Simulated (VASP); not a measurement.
# HfBr (Cmmm) in VASP: further runs

The runs below take HfBr through single point, relaxation of cell and atoms, with PBE.

Everything below comes from runs of VASP 6.6.1. Logs are shortened: lines on timing, memory, paths and dates and some standing lists are left out, and cuts for length are marked.

## 1. The cell of the first run

It takes space group Cmmm (No. 65, orthorhombic). Conventional cell: a = 3.144 Å, b = 6.077 Å, c = 4.734 Å, α = 90.00°, β = 90.00°, γ = 90.00°. Hf (site symmetry mmm) has 4 Br at 2.84 Å and 6 Hf at 3.14 to 3.42 Å within 3.7 Å. Within 3.7 Å of Br (site symmetry mmm) lie 4 Hf at 2.84 Å and 6 Br at 3.14 to 3.42 Å.

The cell was built from a structure type or drawn by symmetry, and may not be a known phase.

## 2. Single point, PBE

INCAR

```
SYSTEM = HfBr
PREC = Accurate
ENCUT = 520
EDIFF = 1E-7
ISMEAR = 0
SIGMA = 0.1
LREAL = .False.
LASPH = .True.
NELM = 60
ALGO = Normal
ISIF = 2
LWAVE = .False.
LCHARG = .False.
GGA = PE
NBANDS = 16
```

KPOINTS

```
regular mesh
0
Gamma
  6 6 4
  0 0 0
```

POSCAR

```
HfBr
1.0
    1.5722084098     -3.0385094408      0.0000000000
    1.5722084098      3.0385094408      0.0000000000
    0.0000000000      0.0000000000      4.7342133326
Hf Br
1 1
Direct
    0.0000000000      0.0000000000      0.5000000000
    0.5000000000      0.5000000000      0.0000000000
```

Potentials or basis: VASP PAW PBE potentials, release 64 (Hf_pv, Br).

On the command line:

```
$ cat potpaw_PBE.64/Hf_pv/POTCAR potpaw_PBE.64/Br/POTCAR > POTCAR
$ mpirun -np 1 vasp_std > vasp.out
```

OUTCAR:

```text
SYSTEM = HfBr
   PREC = Accurate
   ENCUT = 520
   EDIFF = 1E-7
   ISMEAR = 0
   LREAL = .False.
   LASPH = .True.
   NELM = 60
   ISIF = 2
   GGA = PE

 ion  position               nearest neighbor table
   1  0.000  0.000  0.500-   2 2.84   2 2.84   2 2.84   2 2.84
   2  0.500  0.500  0.000-   1 2.84   1 2.84   1 2.84   1 2.84

  LATTYP: Found a base centered orthorhombic cell.
 ALAT       =     3.1444168196
 B/A-ratio  =     1.9326378245
 C/A-ratio  =     1.5055934389

  Lattice vectors:

 A1 = (   1.5722084098,  -3.0385094408,   0.0000000000)
 A2 = (   1.5722084098,   3.0385094408,   0.0000000000)
 A3 = (   0.0000000000,   0.0000000000,   4.7342133326)

Analysis of symmetry for initial positions (statically):
=====================================================================
 Subroutine PRICEL returns:
 Original cell was already a primitive cell.

 Routine SETGRP: Setting up the symmetry group for a
 base centered orthorhombic supercell.

 Subroutine GETGRP returns: Found  8 space group operations
 (whereof  8 operations were pure point group operations)
 out of a pool of  8 trial point group operations.

The static configuration has the point symmetry D_2h.

Analysis of symmetry for dynamics (positions and initial velocities):
=====================================================================
 Subroutine PRICEL returns:
 Original cell was already a primitive cell.

 Routine SETGRP: Setting up the symmetry group for a
 base centered orthorhombic supercell.

 Subroutine GETGRP returns: Found  8 space group operations
 (whereof  8 operations were pure point group operations)
 out of a pool of  8 trial point group operations.

The dynamic configuration has the point symmetry D_2h.

 Subroutine INISYM returns: Found  8 space group operations
 (whereof  8 operations are pure point group operations),
 and found     1 'primitive' translations

----------------------------------------------------------------------------------------

                                     Primitive cell

  volume of cell :      45.2323

  direct lattice vectors                    reciprocal lattice vectors
     1.572208410 -3.038509441  0.000000000     0.318023995 -0.164554368  0.000000000
     1.572208410  3.038509441  0.000000000     0.318023995  0.164554368  0.000000000
     0.000000000  0.000000000  4.734213333     0.000000000  0.000000000  0.211228335

  length of vectors
     3.421166308  3.421166308  4.734213333     0.358074575  0.358074575  0.211228335

  position of ions in fractional coordinates (direct lattice)
     0.000000000  0.000000000  0.500000000
     0.500000000  0.500000000  0.000000000

  ion indices of the primitive-cell ions
   primitive index   ion index
                 1           1
                 2           2

----------------------------------------------------------------------------------------

 KPOINTS: regular mesh

Automatic generation of k-mesh.
 Grid dimensions read from file:
 generate k-points for:    6    6    4

 Generating k-lattice:

  Cartesian coordinates                     Fractional coordinates (reciprocal lattice)
     0.053003999 -0.027425728  0.000000000     0.166666667  0.000000000  0.000000000
     0.053003999  0.027425728  0.000000000     0.000000000  0.166666667  0.000000000
     0.000000000  0.000000000  0.052807084     0.000000000  0.000000000  0.250000000

  Length of vectors
     0.059679096  0.059679096  0.052807084

  Shift w.r.t. Gamma in fractional coordinates (k-lattice)
     0.000000000  0.000000000  0.000000000

 Subroutine IBZKPT returns following result:
 ===========================================

 Found     39 irreducible k-points:

 Following reciprocal coordinates:
            Coordinates               Weight
  0.000000  0.000000  0.000000      1.000000
  0.166667 -0.000000  0.000000      4.000000
  0.333333 -0.000000  0.000000      4.000000
  0.500000  0.000000  0.000000      2.000000
  0.166667  0.166667  0.000000      2.000000
  0.333333  0.166667  0.000000      4.000000
[... 16 lines left out ...]
  0.333333  0.333333  0.250000      4.000000
  0.500000  0.333333  0.250000      8.000000
 [... further k-points ...]
   k-points           NKPTS =     39   k-points in BZ     NKDIM =     39   number of bands    NBANDS=     16
   number of dos      NEDOS =    301   number of ions     NIONS =      2
   total plane-waves  NPLWV =  28224
   dimension x,y,z NGX =    28 NGY =   28 NGZ =   36
   dimension x,y,z NGXF=    56 NGYF=   56 NGZF=   72
   ions per type =               1   1
   NGX,Y,Z   is equivalent  to a cutoff of  13.61, 13.61, 12.64 a.u.
   NGXF,Y,Z  is equivalent  to a cutoff of  27.21, 27.21, 25.28 a.u.
 SYSTEM =  HfBr
   PREC   = accura    normal or accurate (medium, high low for compatibility)
   ISTART =      0    job   : 0-new  1-cont  2-samecut
   ICHARG =      2    charge: 1-file 2-atom 10-const
   ISPIN  =      1    spin polarized calculation?
   LNONCOLLINEAR =      F non collinear calculations
   LSORBIT =      F    spin-orbit coupling
   LASPH  =      T    aspherical Exc in radial PAW
   ENCUT  =  520.0 eV  38.22 Ry    6.18 a.u.   6.36  6.36  8.80*2*pi/ulx,y,z
   NELM   =     60;   NELMIN=  2; NELMDL= -5     # of ELM steps
   EDIFF  = 0.1E-06   stopping-criterion for ELM
   LREAL  =      F    real-space projection
   EDIFFG = 0.1E-05   stopping-criterion for IOM
   NSW    =      0    number of steps for IOM
   IBRION =     -1    ionic relax: 0-MD 1-quasi-New 2-CG
   NFREE  =      0    steps in history (QN), initial steepest desc. (CG)
   ISIF   =      2    stress and relaxation
   ISYM   =      2    0-nonsym 1-usesym 2-fastsym
   POTIM  = 0.5000    time-step for ionic-motion
   TEBEG  =    0.0;   TEEND  =   0.0 temperature during run
   PSTRESS=    0.0 pullay stress
   NELECT =      17.0000    total number of electrons
   NUPDOWN=      -1.0000    fix difference up-down
   EMIN   =  10.00;   EMAX   =-10.00  energy-range for DOS
   EFERMI =   0.00;   METHOD = LEGACY
   ISMEAR =     0;   SIGMA  =   0.10  broadening in eV -4-tet -1-fermi 0-gaus
   EFERMI_NEDOS =   21; number of points for ismear=-14 and -15
   IALGO  =     38    algorithm
   IMIX   =      4    mixing-type and parameters
     AMIX     =   0.40;   BMIX     =  1.00
     AMIX_MAG =   1.60;   BMIX_MAG =  1.00
  volume/ion in A,a.u.               =      22.62       152.62
  Fermi-wavevector in a.u.,A,eV,Ry     =   1.181431  2.232581 18.990723  1.395779
  Thomas-Fermi vector in A             =   2.317704
   LORBIT       =      0    0 simple, 1 ext, 2 COOP (PROOUT), +10 PAW based schemes
   GGA     = PE    functional components
   LHFCALC =     F    Hartree Fock is set to
   AEXX    =    0.0000 exact exchange contribution
   IVDW    =     0    specifies the selected vdW correction
   LEPSILON=     F    determine dielectric tensor
   LRPA    =     F    only Hartree local field effects (RPA)
 non-spin polarized calculation
 Gauss-broadening in eV      SIGMA  =   0.10
  energy-cutoff  :      520.00
  volume of cell :       45.23
 maximum number of plane-waves:      1232
 NGX is ok and might be reduce to    28
   NGX = 13   NGY = 13   NGZ = 17

 number of electron      16.9999999 magnetization

 Free energy of the ion-electron system (eV)
  ---------------------------------------------------
  ext. energy  EPLUGINS =         0.00000000
  ---------------------------------------------------
  free energy    TOTEN  =       -11.82833566 eV

  energy without entropy =      -11.82653727  energy(sigma->0) =      -11.82743646

 E-fermi :   5.9002     XC(G=0): -10.5930

 val. band max:        5.8213156363   @ k =   0.0000   0.0000   0.5000
 cond. band min:       6.0215954042   @ k =   0.1667  -0.0000   0.5000
 fundamental gap:      0.2002797679
 Fermi energy:         5.9001910842

 k-point     1 :       0.0000    0.0000    0.0000
  band No.  band energies     occupation
      1     -26.2171      2.00000
      2     -25.5630      2.00000
      3     -25.4789      2.00000
      4     -12.3178      2.00000
      5      -0.6662      2.00000
      6       1.2881      2.00000
[... 8 lines left out ...]
     15      13.8796      0.00000
     16      15.3445      0.00000

 k-point     2 :       0.1667   -0.0000    0.0000
  band No.  band energies     occupation
      1     -26.1982      2.00000
      2     -25.6175      2.00000
      3     -25.5717      2.00000
      4     -12.0158      2.00000
      5      -0.7236      2.00000
      6       1.2157      2.00000
[... 8 lines left out ...]
     15      13.6001      0.00000
     16      14.8156      0.00000

 k-point     3 :       0.3333   -0.0000    0.0000
  band No.  band energies     occupation
      1     -26.1603      2.00000
      2     -25.8577      2.00000
      3     -25.6171      2.00000
      4     -11.3080      2.00000
      5      -1.3073      2.00000
      6      -0.8513      2.00000
[... 8 lines left out ...]
     15      11.9100      0.00000
     16      15.5854      0.00000

 k-point     4 :       0.5000    0.0000    0.0000
  band No.  band energies     occupation
      1     -26.1412      2.00000
      2     -25.9766      2.00000
      3     -25.6368      2.00000
      4     -10.8738      2.00000
      5      -2.4245      2.00000
      6      -0.9212      2.00000
[... 8 lines left out ...]
     15      10.4251      0.00000
     16      13.5094      0.00000
[... 324 lines left out ...]
 k-point    22 :      -0.1667    0.1667    0.2500
  band No.  band energies     occupation
      1     -26.2167      2.00000
      2     -25.6352      2.00000
      3     -25.4911      2.00000
      4     -11.9940      2.00000
      5      -1.6956      2.00000
      6       1.3140      2.00000
[... 8 lines left out ...]
     15      13.7255      0.00000
     16      14.3280      0.00000

 k-point    23 :       0.3333    0.3333    0.2500
  band No.  band energies     occupation
      1     -26.1516      2.00000
      2     -25.8559      2.00000
      3     -25.7420      2.00000
      4     -10.9426      2.00000
      5      -1.2169      2.00000
      6      -0.2973      2.00000
[... 8 lines left out ...]
     15      14.0326      0.00000
     16      15.6357      0.00000

 k-point    24 :       0.5000    0.3333    0.2500
  band No.  band energies     occupation
      1     -26.1775      2.00000
      2     -25.8029      2.00000
      3     -25.6351      2.00000
      4     -11.2783      2.00000
      5      -1.0094      2.00000
      6      -0.7015      2.00000
[... 8 lines left out ...]
     15      13.4119      0.00000
     16      14.9416      0.00000

 [... further k-points ...]
[... 5 lines left out ...]
  --------------------------------------------------------------------------------------
  -------------------------------------------------------------------------------------
  Total       -0.1265041     -0.0497622     -0.1783292      0.0000000      0.0000000      0.0000000
  in kB       -4.4809155     -1.7626335     -6.3166158      0.0000000      0.0000000      0.0000000
  external PRESSURE =      -4.1867216 kB  Pullay stress =       0.0000000 kB

 VOLUME and BASIS-vectors are now :
 -----------------------------------------------------------------------------
  energy-cutoff  :      520.00
  volume of cell :       45.23
      direct lattice vectors                 reciprocal lattice vectors
     1.572208410 -3.038509441  0.000000000     0.318023995 -0.164554368  0.000000000
     1.572208410  3.038509441  0.000000000     0.318023995  0.164554368  0.000000000
     0.000000000  0.000000000  4.734213333     0.000000000  0.000000000  0.211228335

 POSITION                                       TOTAL-FORCE (eV/Angst)
 -----------------------------------------------------------------------------------
      0.00000      0.00000      2.36711        -0.000000     -0.000000      0.000000
      1.57221      0.00000      0.00000         0.000000      0.000000      0.000000
 -----------------------------------------------------------------------------------
    total drift:                                0.000000      0.000000      0.000000

  FREE ENERGIE OF THE ION-ELECTRON SYSTEM (eV)
  ---------------------------------------------------
  free  energy   TOTEN  =       -11.8283356560 eV

  energy  without entropy=      -11.8265372650  energy(sigma->0) =      -11.82743646
```

It took 16 s on 1 thread of AMD EPYC 9R45 (Zen 5), shared host; peak memory 0.16 GiB.

Results:

- Free energy: -11.8283 eV
- Pressure: -0.4 GPa
- Band gap on the k mesh: zero (an odd number of electrons rules out a gap without spin polarisation)

Levels at points of the mesh, in eV from the Fermi level:
| k point | band 5 | band 6 | band 7 | band 8 | band 9 | band 10 | band 11 | band 12 | band 13 | band 14 |
| --- | --- | --- | --- | --- | --- | --- | --- | --- | --- | --- |
| (0.00, 0.00, 0.00) | -6.57 | -4.61 | -2.93 | -2.53 | -0.44 | 1.37 | 1.70 | 2.13 | 2.34 | 6.75 |
| (0.50, 0.00, 0.00) | -8.32 | -6.82 | -4.53 | -1.19 | 1.36 | 1.60 | 3.77 | 4.07 | 4.40 | 4.51 |
| (0.50, 0.50, 0.00) | -7.27 | -5.59 | -3.25 | -2.66 | -1.62 | 1.09 | 1.59 | 2.14 | 4.52 | 5.73 |
| (0.00, 0.00, 0.50) | -8.71 | -3.12 | -3.06 | -2.61 | -0.08 | 1.78 | 2.80 | 3.65 | 4.14 | 5.40 |
| (0.50, 0.00, 0.50) | -7.53 | -5.76 | -3.95 | -2.67 | -0.27 | -0.20 | 0.87 | 4.06 | 4.36 | 6.61 |
| (0.50, 0.50, 0.50) | -7.51 | -7.39 | -3.82 | -1.25 | -0.36 | 1.15 | 3.79 | 4.47 | 4.54 | 4.86 |

Caveat: the k points lie up to 0.37 Å⁻¹ apart, too coarse for converged energies and pressures of a metal; spin-orbit coupling is left out, which moves the levels of the heavy elements; an odd number of electrons without spin polarisation forces a metal; a magnetic or distorted state may lie lower.

(Part 1 of 2 ends here.)
